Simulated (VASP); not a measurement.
A run of VASP 6.6.1:

POSCAR

```
Ti
1.0
   -1.6410000000      1.6410000000      1.6410000000
    1.6410000000     -1.6410000000      1.6410000000
    1.6410000000      1.6410000000     -1.6410000000
Ti
1
Direct
    0.0000000000      0.0000000000      0.0000000000
```

INCAR.step1

```
SYSTEM = Ti
  ALGO = Normal
  EDIFF = 1E-5
  ENCUT = 520
  GGA = PE
  ISIF = 2
  ISMEAR = -1
  LASPH = .True.
  LCHARG = .False.
  LREAL = .False.
  LWAVE = .True.
  NBANDS = 12
  NELM = 100
  PREC = Accurate
  SIGMA = 0.05
```

INCAR.step2

```
SYSTEM = Ti
  AEXX = 0.2
  AGGAC = 0.81
  AGGAX = 0.72
  ALDAC = 0.19
  ALGO = Normal
  EDIFF = 1E-6
  ENCUT = 520
  GGA = B3
  ISIF = 2
  ISMEAR = -1
  ISTART = 1
  LASPH = .True.
  LCHARG = .False.
  LHFCALC = .True.
  LREAL = .False.
  LWAVE = .False.
  NBANDS = 12
  NELM = 100
  PREC = Accurate
  PRECFOCK = Normal
  SIGMA = 0.05
```

The input KPOINTS:

```
k-points
0
Gamma
  6 6 6
  0 0 0
```

Potentials or basis: VASP PAW PBE potentials, release 64 (Ti_sv).

Launch:

```sh
$ cat potpaw_PBE.64/Ti_sv/POTCAR > POTCAR
$ cp INCAR.step1 INCAR
$ mpirun -np 1 vasp_std > vasp.out
$ cp INCAR.step2 INCAR
$ mpirun -np 1 vasp_std > vasp.out
```

Hardware: 1 thread of Intel(R) Xeon(R) 6975P-C (Granite Rapids) (shared host).

Task: How long does it take, and how much memory?

Result: Run time: 3 min on 1 thread of Intel(R) Xeon(R) 6975P-C (Granite Rapids), with other jobs on the host, peak memory 0.14 GiB. Counts: k points 16.
